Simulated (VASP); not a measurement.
Write the native input for VASP 6.6.1 that does the following.

* Task: single point
* Functional: r2SCAN
* Potentials or basis: VASP PAW PBE potentials, release 64 (W_sv)
* Cutoff: 520 eV
* k mesh: 18 × 18 × 18
* Occupations: gaussian, width 0.1 eV
* Spin: no spin polarisation
* Dipole correction: no
* Further INCAR settings: ALGO = Normal; EDIFF = 1e-06; NBANDS = 13

W:

```
CELL_PARAMETERS angstrom
-1.58420 1.58420 1.58420
1.58420 -1.58420 1.58420
1.58420 1.58420 -1.58420
ATOMIC_POSITIONS crystal
W 0.00000 0.00000 0.00000
```

These files were run (other wordings do the same):

POSCAR

```
W
1.0
   -1.5842005351      1.5842005351      1.5842005351
    1.5842005351     -1.5842005351      1.5842005351
    1.5842005351      1.5842005351     -1.5842005351
W
1
Direct
    0.0000000000      0.0000000000      0.0000000000
```

INCAR.step1

```
ALGO     = Normal         # electronic algorithm
EDIFF    = 1E-4           # SCF threshold, eV
ENCUT    = 520            # plane-wave cutoff, eV
GGA      = PE             # functional
ISMEAR   = 0              # smearing method
LASPH    = True           # aspherical terms in the spheres
LCHARG   = False          # write CHGCAR
LREAL    = False          # projectors in reciprocal space
LWAVE    = True           # write WAVECAR
NBANDS   = 13             # bands
NELM     = 100            # most SCF steps
PREC     = Accurate       # precision mode
SIGMA    = 0.1            # smearing width, eV
```

INCAR.step2

```
ALGO     = Normal         # electronic algorithm
EDIFF    = 1E-6           # SCF threshold, eV
ENCUT    = 520            # plane-wave cutoff, eV
ISIF     = 2              # what is computed and relaxed
ISMEAR   = 0              # smearing method
ISTART   = 1            
LASPH    = True           # aspherical terms in the spheres
LCHARG   = True           # write CHGCAR
LELF     = True           # ELF
LMIXTAU  = True         
LREAL    = False          # projectors in reciprocal space
LVHAR    = True         
LWAVE    = False          # write WAVECAR
METAGGA  = R2SCAN         # meta-GGA
NBANDS   = 13             # bands
NELM     = 100            # most SCF steps
PREC     = Accurate       # precision mode
SIGMA    = 0.1            # smearing width, eV
```

KPOINTS

```
k-points
0
Gamma
  18 18 18
```

Potentials or basis: VASP PAW PBE potentials, release 64 (W_sv).

The run is started by

```bash
$ cat potpaw_PBE.64/W_sv/POTCAR > POTCAR
$ cp INCAR.step1 INCAR
$ mpirun -np 1 vasp_std > vasp.out
$ cp INCAR.step2 INCAR
$ mpirun -np 1 vasp_std > vasp.out
```

It gave:

The pressure is 1.2 GPa and the band gap on the k mesh is zero (band 7 reaches 16.56 eV, above the bottom of band 8 at 9.97 eV).

Caveat: the PAW data sets were made with another functional, which shifts forces and pressure a little; spin-orbit coupling is left out, which moves the levels of the heavy elements.

It took 83 s on 1 thread of AMD EPYC 9R14 (Zen 4), with other jobs on the host, peak memory 0.12 GiB.
